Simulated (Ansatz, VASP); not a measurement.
# MgO: VASP beside Ansatz

```
Mg O
1.0
     3.48410    0.00000    0.00000
    -1.74205    3.01732    0.00000
     0.00000    0.00000    4.18569
Mg O
2 2
Direct
  0.66667 0.33333 0.75000
  0.33333 0.66667 0.25000
  0.63222 0.26443 0.19833
  0.33333 0.66667 0.75000
```

Alike in both runs: task single point; functional r2SCAN; k mesh 6 × 6 × 6; occupations gaussian, width 0.05 eV; no spin polarisation.

|  | VASP | Ansatz |
| --- | --- | --- |
| version | VASP 6.6.1 | Ansatz 0.2.0 |
| potentials or method | VASP PAW PBE potentials, release 64 (Mg, O), cutoff 520 eV | scalar-relativistic, plane waves, PAW |
| valence electrons in the cell | 16 | 32 |

Ansatz gave:

- gap on the k mesh at the Fermi level (eV): 3.99
- least direct gap on the mesh (eV): 3.99
- pressure (GPa): 4.8
- traceless stress, the component that is largest in VASP (GPa): -9.55
- rms of the force components (eV/Å): 1.436

Q: What did VASP give for the same quantities?

A: gap on the k mesh at the Fermi level (eV): 3.98; least direct gap on the mesh (eV): 3.98; pressure (GPa): 4.2; traceless stress, the component that is largest in VASP (GPa): -9.63; rms of the force components (eV/Å): 1.457.

VASP's potentials were made for PBE, not for r2SCAN. Atom by atom the forces differ by 0.022 eV/Å (rms over components). VASP's potentials hold 16 valence electrons a cell and Ansatz's 32, so a difference there can come from the potentials and not from the codes.
